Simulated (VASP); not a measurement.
# CaTl2As2 (P-3m1) in VASP: single point with PBE

Aim: the single point of CaTl2As2 with PBE.

All numbers are computed with VASP 6.6.1; they aren't measurements. Logs are shortened: lines on timing, memory, paths and dates and some standing lists are left out, and cuts for length are marked.

## 1. The cell of the first run

Symmetry: P-3m1, No. 164, trigonal system. Conventional cell: a = 4.933 Å, b = 4.933 Å, c = 6.767 Å, α = 90.00°, β = 90.00°, γ = 120.00°. Within 4.0 Å of As (site symmetry 3m) lie 5 Tl at 3.00 to 3.76 Å and 3 Ca at 3.17 Å and 3 As at 3.99 Å. Tl (site symmetry 3m) has 5 As at 3.00 to 3.76 Å and 3 Tl at 3.51 Å and 3 Ca at 3.70 Å within 4.0 Å. Ca (site symmetry -3m) has 6 As at 3.17 Å and 6 Tl at 3.70 Å within 4.2 Å.

## 2. Single point, PBE

INCAR

```
ALGO = Normal ; EDIFF = 1E-6
ENCUT = 520 ; GGA = PE
ISIF = 2 ; ISMEAR = 0
LASPH = T ; LCHARG = T
LELF = T ; LREAL = F
LVHAR = T ; LWAVE = F
NBANDS = 31 ; NELM = 60
PREC = Accurate ; SIGMA = 0.0493
```

KPOINTS

```
k-points
0
Gamma
  8 8 5
```

POSCAR

```
CaTl2As2
1.0
    4.9331665981     -0.0000003160      0.0000000000
   -2.4665830253      4.2722477531      0.0000000000
    0.0000000000      0.0000000000      6.7672225503
As Tl Ca
2 2 1
Direct
    0.3333333333      0.6666666667      0.2069824099
    0.6666666667      0.3333333333      0.7930175901
    0.3333333333      0.6666666667      0.6519276626
    0.6666666667      0.3333333333      0.3480723374
    0.0000000000      0.0000000000      0.0000000000
```

Potentials or basis: VASP PAW PBE potentials, release 64 (As, Tl_d, Ca_sv).

Run with:

```bash
$ cat potpaw_PBE.64/As/POTCAR potpaw_PBE.64/Tl_d/POTCAR potpaw_PBE.64/Ca_sv/POTCAR > POTCAR
$ mpirun -np 1 vasp_std > vasp.out
```

OUTCAR:

```text
EDIFF = 1E-6
   ENCUT = 520
   GGA = PE
   ISIF = 2
   ISMEAR = 0
   LASPH = T
   LREAL = F
   NELM = 60
   PREC = Accurate

 ion  position               nearest neighbor table
   1  0.333  0.667  0.207-   4 3.00   4 3.00   4 3.00   3 3.01
   2  0.667  0.333  0.793-   3 3.00   3 3.00   3 3.00   4 3.01
   3  0.333  0.667  0.652-   2 3.00   2 3.00   2 3.00   1 3.01   4 3.51   4 3.51   4 3.51
   4  0.667  0.333  0.348-   1 3.00   1 3.00   1 3.00   2 3.01   3 3.51   3 3.51   3 3.51
   5  0.000  0.000  0.000-

  LATTYP: Found a hexagonal cell.
 ALAT       =     4.9331665981
 C/A-ratio  =     1.3717806637

  Lattice vectors:

 A1 = (   4.9331665981,  -0.0000003160,   0.0000000000)
 A2 = (  -2.4665830253,   4.2722477531,   0.0000000000)
 A3 = (   0.0000000000,   0.0000000000,   6.7672225503)

Analysis of symmetry for initial positions (statically):
=====================================================================
 Subroutine PRICEL returns:
 Original cell was already a primitive cell.

 Routine SETGRP: Setting up the symmetry group for a
 hexagonal supercell.

 Subroutine GETGRP returns: Found 12 space group operations
 (whereof 12 operations were pure point group operations)
 out of a pool of 24 trial point group operations.

The static configuration has the point symmetry D_3d.

Analysis of symmetry for dynamics (positions and initial velocities):
=====================================================================
 Subroutine PRICEL returns:
 Original cell was already a primitive cell.

 Routine SETGRP: Setting up the symmetry group for a
 hexagonal supercell.

 Subroutine GETGRP returns: Found 12 space group operations
 (whereof 12 operations were pure point group operations)
 out of a pool of 24 trial point group operations.

The dynamic configuration has the point symmetry D_3d.

 Subroutine INISYM returns: Found 12 space group operations
 (whereof 12 operations are pure point group operations),
 and found     1 'primitive' translations

----------------------------------------------------------------------------------------

                                     Primitive cell

  volume of cell :     142.6240

  direct lattice vectors                    reciprocal lattice vectors
     4.933166598 -0.000000316  0.000000000     0.202709561  0.117034402  0.000000000
    -2.466583025  4.272247753  0.000000000     0.000000015  0.234068831  0.000000000
     0.000000000  0.000000000  6.767222550     0.000000000  0.000000000  0.147771112

  length of vectors
     4.933166598  4.933166598  6.767222550     0.234068831  0.234068831  0.147771112

  position of ions in fractional coordinates (direct lattice)
     0.333333333  0.666666667  0.206982410
     0.666666667  0.333333333  0.793017590
     0.333333333  0.666666667  0.651927663
     0.666666667  0.333333333  0.348072337
     0.000000000  0.000000000  0.000000000

  ion indices of the primitive-cell ions
   primitive index   ion index
                 1           1
                 2           2
                 3           3
                 4           4
                 5           5

----------------------------------------------------------------------------------------

 KPOINTS: k-points

Automatic generation of k-mesh.
 Grid dimensions read from file:
 generate k-points for:    8    8    5

 Generating k-lattice:

  Cartesian coordinates                     Fractional coordinates (reciprocal lattice)
     0.025338695  0.014629300  0.000000000     0.125000000  0.000000000  0.000000000
     0.000000002  0.029258604  0.000000000    -0.000000000  0.125000000  0.000000000
     0.000000000  0.000000000  0.029554222     0.000000000  0.000000000  0.200000000

  Length of vectors
     0.029258604  0.029258604  0.029554222

  Shift w.r.t. Gamma in fractional coordinates (k-lattice)
     0.000000000  0.000000000  0.000000000

 Subroutine IBZKPT returns following result:
 ===========================================

 Found     40 irreducible k-points:

 Following reciprocal coordinates:
            Coordinates               Weight
  0.000000  0.000000  0.000000      1.000000
  0.125000 -0.000000  0.000000      6.000000
  0.250000 -0.000000  0.000000      6.000000
  0.375000 -0.000000  0.000000      6.000000
  0.500000 -0.000000  0.000000      3.000000
  0.125000  0.125000  0.000000      6.000000
[... 16 lines left out ...]
 -0.125000  0.500000  0.200000     12.000000
  0.250000  0.250000  0.200000     12.000000
 [... further k-points ...]
   k-points           NKPTS =     40   k-points in BZ     NKDIM =     40   number of bands    NBANDS=     31
   number of dos      NEDOS =    301   number of ions     NIONS =      5
   total plane-waves  NPLWV =  80000
   dimension x,y,z NGX =    40 NGY =   40 NGZ =   50
   dimension x,y,z NGXF=    80 NGYF=   80 NGZF=  100
   ions per type =               2   2   1
   NGX,Y,Z   is equivalent  to a cutoff of  13.48, 13.48, 12.28 a.u.
   NGXF,Y,Z  is equivalent  to a cutoff of  26.96, 26.96, 24.57 a.u.
 SYSTEM =  unknown system
   PREC   = accura    normal or accurate (medium, high low for compatibility)
   ISTART =      0    job   : 0-new  1-cont  2-samecut
   ICHARG =      2    charge: 1-file 2-atom 10-const
   ISPIN  =      1    spin polarized calculation?
   LNONCOLLINEAR =      F non collinear calculations
   LSORBIT =      F    spin-orbit coupling
   LASPH  =      T    aspherical Exc in radial PAW
   ENCUT  =  520.0 eV  38.22 Ry    6.18 a.u.   9.17  9.17 12.58*2*pi/ulx,y,z
   NELM   =     60;   NELMIN=  2; NELMDL= -5     # of ELM steps
   EDIFF  = 0.1E-05   stopping-criterion for ELM
   LREAL  =      F    real-space projection
   EDIFFG = 0.1E-04   stopping-criterion for IOM
   NSW    =      0    number of steps for IOM
   IBRION =     -1    ionic relax: 0-MD 1-quasi-New 2-CG
   NFREE  =      0    steps in history (QN), initial steepest desc. (CG)
   ISIF   =      2    stress and relaxation
   ISYM   =      2    0-nonsym 1-usesym 2-fastsym
   POTIM  = 0.5000    time-step for ionic-motion
   TEBEG  =    0.0;   TEEND  =   0.0 temperature during run
   PSTRESS=    0.0 pullay stress
   NELECT =      46.0000    total number of electrons
   NUPDOWN=      -1.0000    fix difference up-down
   EMIN   =  10.00;   EMAX   =-10.00  energy-range for DOS
   EFERMI =   0.00;   METHOD = LEGACY
   ISMEAR =     0;   SIGMA  =   0.05  broadening in eV -4-tet -1-fermi 0-gaus
   EFERMI_NEDOS =   21; number of points for ismear=-14 and -15
   IALGO  =     38    algorithm
   IMIX   =      4    mixing-type and parameters
     AMIX     =   0.40;   BMIX     =  1.00
     AMIX_MAG =   1.60;   BMIX_MAG =  1.00
  volume/ion in A,a.u.               =      28.52       192.49
  Fermi-wavevector in a.u.,A,eV,Ry     =   1.122699  2.121593 17.149496  1.260452
  Thomas-Fermi vector in A             =   2.259360
   LORBIT       =      0    0 simple, 1 ext, 2 COOP (PROOUT), +10 PAW based schemes
   GGA     = PE    functional components
   LHFCALC =     F    Hartree Fock is set to
   AEXX    =    0.0000 exact exchange contribution
   IVDW    =     0    specifies the selected vdW correction
   LEPSILON=     F    determine dielectric tensor
   LRPA    =     F    only Hartree local field effects (RPA)
 non-spin polarized calculation
 Gauss-broadening in eV      SIGMA  =   0.05
  energy-cutoff  :      520.00
  volume of cell :      142.62
 maximum number of plane-waves:      3868
 NGX is ok and might be reduce to    40
   NGX = 19   NGY = 19   NGZ = 25

 number of electron      45.9999998 magnetization

 Free energy of the ion-electron system (eV)
  ---------------------------------------------------
  ext. energy  EPLUGINS =         0.00000000
  ---------------------------------------------------
  free energy    TOTEN  =       -17.23015981 eV

  energy without entropy =      -17.22821565  energy(sigma->0) =      -17.22918773

 E-fermi :   4.5221     XC(G=0):  -9.2775

 val. band max:        4.5161018874   @ k =   0.1250   0.1250   0.2000
 cond. band min:       4.5233897329   @ k =   0.1250  -0.0000   0.2000
 fundamental gap:      0.0072878455
 Fermi energy:         4.5221476703

 k-point     1 :       0.0000    0.0000    0.0000
  band No.  band energies     occupation
      1     -37.1402      2.00000
      2     -18.1835      2.00000
      3     -18.1229      2.00000
      4     -18.1229      2.00000
      5      -7.2666      2.00000
      6      -6.9913      2.00000
[... 23 lines left out ...]
     30       7.6818      0.00000
     31       7.6818      0.00000

 k-point     2 :       0.1250   -0.0000    0.0000
  band No.  band energies     occupation
      1     -37.1402      2.00000
      2     -18.1831      2.00000
      3     -18.1251      2.00000
      4     -18.1234      2.00000
      5      -7.2663      2.00000
      6      -7.0979      2.00000
[... 23 lines left out ...]
     30       8.0721      0.00000
     31       8.1668      0.00000

 k-point     3 :       0.2500   -0.0000    0.0000
  band No.  band energies     occupation
      1     -37.1400      2.00000
      2     -18.1821      2.00000
      3     -18.1302      2.00000
      4     -18.1245      2.00000
      5      -7.2725      2.00000
      6      -7.1653      2.00000
[... 23 lines left out ...]
     30       8.0938      0.00000
     31       8.9367      0.00000

 k-point     4 :       0.3750   -0.0000    0.0000
  band No.  band energies     occupation
      1     -37.1399      2.00000
      2     -18.1811      2.00000
      3     -18.1354      2.00000
      4     -18.1255      2.00000
      5      -7.2911      2.00000
      6      -7.1859      2.00000
[... 23 lines left out ...]
     30       8.5671      0.00000
     31       8.8148      0.00000

 k-point     5 :       0.5000   -0.0000    0.0000
  band No.  band energies     occupation
      1     -37.1398      2.00000
      2     -18.1807      2.00000
      3     -18.1375      2.00000
      4     -18.1260      2.00000
      5      -7.3014      2.00000
      6      -7.1883      2.00000
[... 23 lines left out ...]
     30       8.5155      0.00000
     31       8.6942      0.00000
[... 542 lines left out ...]
     30       8.3510      0.00000
     31       8.8493      0.00000

 k-point    22 :       0.3750    0.1250    0.2000
  band No.  band energies     occupation
      1     -37.1398      2.00000
      2     -18.1808      2.00000
      3     -18.1363      2.00000
      4     -18.1272      2.00000
      5      -7.2756      2.00000
      6      -7.1767      2.00000
[... 23 lines left out ...]
     30       8.4873      0.00000
     31       8.7608      0.00000

 k-point    23 :      -0.1250    0.5000    0.2000
  band No.  band energies     occupation
      1     -37.1398      2.00000
      2     -18.1808      2.00000
      3     -18.1363      2.00000
      4     -18.1272      2.00000
      5      -7.2709      2.00000
      6      -7.1810      2.00000
[... 23 lines left out ...]
     30       8.7809      0.00000
     31       9.0438      0.00000

 k-point    24 :       0.2500    0.2500    0.2000
  band No.  band energies     occupation
      1     -37.1398      2.00000
      2     -18.1808      2.00000
      3     -18.1346      2.00000
      4     -18.1289      2.00000
      5      -7.2557      2.00000
      6      -7.1980      2.00000
[... 23 lines left out ...]
     30       8.5168      0.00000
     31       8.9082      0.00000

 [... further k-points ...]

------------------------ aborting loop because EDIFF is reached ----------------------------------------

  FORCE on cell =-STRESS in cart. coord.  units (eV):
  Direction    XX          YY          ZZ          XY          YZ          ZX
  --------------------------------------------------------------------------------------
  -------------------------------------------------------------------------------------
  Total        0.0578497      0.0578497     -0.0161442      0.0000000      0.0000000     -0.0000000
  in kB        0.6498587      0.6498587     -0.1813570      0.0000000      0.0000000     -0.0000000
  external PRESSURE =       0.3727868 kB  Pullay stress =       0.0000000 kB

 VOLUME and BASIS-vectors are now :
 -----------------------------------------------------------------------------
  energy-cutoff  :      520.00
  volume of cell :      142.62
      direct lattice vectors                 reciprocal lattice vectors
     4.933166598 -0.000000316  0.000000000     0.202709561  0.117034402  0.000000000
    -2.466583025  4.272247753  0.000000000     0.000000015  0.234068831  0.000000000
     0.000000000  0.000000000  6.767222550     0.000000000  0.000000000  0.147771112

 POSITION                                       TOTAL-FORCE (eV/Angst)
 -----------------------------------------------------------------------------------
      0.00000      2.84817      1.40070        -0.000000      0.000000      0.001989
      2.46658      1.42408      5.36653         0.000000      0.000000     -0.001989
      0.00000      2.84817      4.41174         0.000000     -0.000000     -0.004058
      2.46658      1.42408      2.35548        -0.000000      0.000000      0.004058
      0.00000      0.00000      0.00000        -0.000000      0.000000      0.000000
 -----------------------------------------------------------------------------------
    total drift:                                0.000000     -0.000000      0.000000

  FREE ENERGIE OF THE ION-ELECTRON SYSTEM (eV)
  ---------------------------------------------------
  free  energy   TOTEN  =       -17.2301598058 eV

  energy  without entropy=      -17.2282156462  energy(sigma->0) =      -17.22918773
```

It took 4.4 min on 1 thread of Oxide Virtual Turin-like, shared host; peak memory 0.34 GiB.

What came out:

```yaml
Free_energy: -17.2302 eV
Pressure: 0.0 GPa
Largest_force: 0.004 eV/Å
Band_gap_on_the_k_mesh: zero (bands 23 and 24 overlap by 0.79 eV)
```

Forces on the atoms (eV/Å):
```
As   0.000  0.000  0.002
As   0.000  0.000 -0.002
Tl   0.000  0.000 -0.004
Tl   0.000  0.000  0.004
Ca   0.000  0.000  0.000
```

Levels at points of the mesh, in eV from the Fermi level:
```tsv
k point	band 19	band 20	band 21	band 22	band 23	band 24	band 25	band 26	band 27	band 28
(0.00, 0.00, 0.00)	-2.28	-2.28	-2.13	-0.74	-0.74	-0.51	1.60	1.60	2.37	2.59
(0.50, 0.00, 0.00)	-3.30	-2.84	-2.58	-1.62	-1.40	0.56	2.02	2.87	3.13	3.22
```

Caveat: spin-orbit coupling is left out, which moves the levels of the heavy elements.
